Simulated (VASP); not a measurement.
Write the native input for VASP 6.6.1 that does the following.

```yaml
Task: single point
Functional: PBE
Potentials_or_basis: VASP PAW PBE potentials, release 64 (Mg, Hf_pv, C)
Cutoff: 520 eV
k_mesh: 6 × 6 × 4
Occupations: gaussian, width 0.1 eV
Spin: no spin polarisation
Dipole_correction: no
Further_INCAR_settings: ALGO = Normal; EDIFF = 1e-06; NBANDS = 19
```

The structure of HfMg2C2 lies in POSCAR:

```
HfMg2C2
1.0
    3.6644207733      0.0000000000      0.0000000000
    0.0000000000      3.6644207733      0.0000000000
    0.0000000000      0.0000000000      5.4793282601
Mg Hf C
2 1 2
Direct
    0.0000000000      0.0000000000      0.0000000000
    0.5000000000      0.5000000000      0.0000000000
    0.5000000000      0.5000000000      0.5000000000
    0.5000000000      0.0000000000      0.7479978303
    0.0000000000      0.5000000000      0.2520021697
```

This cell differs from its parent crystal: atoms taken out.

These files were run (other wordings do the same):

INCAR

```
SYSTEM = HfMg2C2
PREC = Accurate ; ENCUT = 520
EDIFF = 1E-6 ; ISMEAR = 0
SIGMA = 0.1 ; LREAL = .FALSE.
LASPH = .TRUE. ; NELM = 100
ALGO = Normal ; ISIF = 2
LWAVE = .FALSE. ; LCHARG = .FALSE.
GGA = PE ; NBANDS = 19
```

KPOINTS

```
regular mesh
0
G
  6 6 4
  0 0 0
```

Potentials or basis: VASP PAW PBE potentials, release 64 (Mg, Hf_pv, C).

The run is started by

```console
$ cat potpaw_PBE.64/Mg/POTCAR potpaw_PBE.64/Hf_pv/POTCAR potpaw_PBE.64/C/POTCAR > POTCAR
$ mpirun -np 1 vasp_std > vasp.out
```

Results of the run:

* Pressure: -0.4 GPa
* Largest force: 0.006 eV/Å
* Band gap on the k mesh: 0.47 eV (least direct gap 0.62 eV)

Caveat: the cell differs from its parent crystal (atoms taken out); spin-orbit coupling is left out, which moves the levels of the heavy elements.

It took 41 s on 1 thread of Oxide Virtual Turin-like Processor (shared host), peak memory 0.17 GiB.
